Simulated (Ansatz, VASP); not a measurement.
**Ti: VASP beside Ansatz**

```
CELL_PARAMETERS angstrom
2.87085 0.00000 0.00000
1.43543 2.48623 0.00000
0.00000 0.00000 16.68808
ATOMIC_POSITIONS crystal
Ti 0.00000 0.00000 0.37040
Ti 0.66667 0.66667 0.50001
Ti 0.33333 0.33333 0.62960
```

Alike in both runs: functional LDA; k mesh 7 × 7 × 1; no spin polarisation.

Ansatz relaxed the structure, and its values are those at the end. VASP's run is a single point on that final structure, the one shown.

```csv
,VASP,Ansatz
version,VASP 6.6.1,Ansatz 0.2.0
potentials or method,"VASP PAW LDA potentials, release 64 (Ti_sv)","plane waves, PAW"
plane-wave cutoff (eV),400,420
occupations,"fermi-dirac, width 0.1 eV",fermi-dirac
valence electrons in the cell,36,36
```

|  | VASP | Ansatz | Ansatz less VASP |
| --- | --- | --- | --- |
| rms of the force components (eV/Å) | 0.006 | 0.001 | -0.0041 |

LDA's correlation is that of Perdew and Zunger in VASP and of Perdew and Wang (1992) in Ansatz. Ansatz's warnings: vacuum density over bound.

The k mesh is coarse, so the values compare programs but aren't converged.
